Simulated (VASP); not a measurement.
Runs of VASP 6.6.1 on Ca3Bi. The structure is that of space group Pm-3m (No. 221), or close to it. The cells are those of the table. 

| task | cell | k mesh | cutoff (eV) | gap on the mesh (eV) | pressure (GPa) |
| --- | --- | --- | --- | --- | --- |
| relaxation of cell and atoms | relaxed from a = 4.832 Å, 4 atoms | 4 × 4 × 4 | 600 | none | 0.0 |
| single point | a = 5.114 Å, 4 atoms | 4 × 4 × 4 | 520 | none | 0.2 |
| single point | a = 4.832 Å, 4 atoms | 4 × 4 × 4 | 520 | none | (a) |
| relaxation of cell and atoms | relaxed from a = 5.114 Å, 4 atoms | 10 × 10 × 10 | 600 | none | 0.0 |
| single point | a = 5.112 Å, 4 atoms | 10 × 10 × 10 | 520 | none | 0.0 |

Alike in all rows: level PBE; potentials or basis VASP PAW PBE potentials, release 64 (Ca_sv, Bi_d); no spin polarisation; smearing gaussian 0.1 eV.

**Question.** Fill in the values left out.

**Answer.** (a) 6.1.

Caveats: spin-orbit coupling is left out, which moves the levels of the heavy elements; the cell stands under pressure (at least some runs); the relaxation stopped at its first step, so nothing moved (at least some runs).

A k mesh can miss the band edges, and the runs leave out spin-orbit coupling on Bi.

A gap of «none» marks levels without a gap at the run's occupations.
